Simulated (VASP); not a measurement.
NaCl, 2 atoms in the cell. The structure is cubic, space group Pm-3m (No. 221). Conventional cell: a = 2.860 Å, b = 2.860 Å, c = 2.860 Å, α = 90.00°, β = 90.00°, γ = 90.00°. Within 3.3 Å of Na (site symmetry m-3m) lie 8 Cl at 2.48 Å and 6 Na at 2.86 Å. Within 3.3 Å of Cl (site symmetry m-3m) lie 8 Na at 2.48 Å and 6 Cl at 2.86 Å. 

- Program: VASP 6.6.1
- Task: single point
- Functional: PBE
- Potentials or basis: VASP PAW PBE potentials, release 64 (Na_pv, Cl)
- Cutoff: 520 eV
- k mesh: 7 × 7 × 7
- Occupations: fermi-dirac, width 0.05 eV
- Spin: no spin polarisation
- Dipole correction: no
- Further INCAR settings: ALGO = Normal; EDIFF = 1e-07; NBANDS = 14

Potentials or basis: VASP PAW PBE potentials, release 64 (Na_pv, Cl).

Command:

```console
$ cat potpaw_PBE.64/Na_pv/POTCAR potpaw_PBE.64/Cl/POTCAR > POTCAR
$ mpirun -np 1 vasp_std > vasp.out
```

Hardware: 1 thread of AMD EPYC 9R45 96-Core Processor (Zen 5) (shared host).

Estimate the wall time of this run.

It took 3.9 s on 1 thread of AMD EPYC 9R45 96-Core Processor (Zen 5), on a shared host, peak memory 0.1 GiB. Counts: scf iterations 13, k points 20.
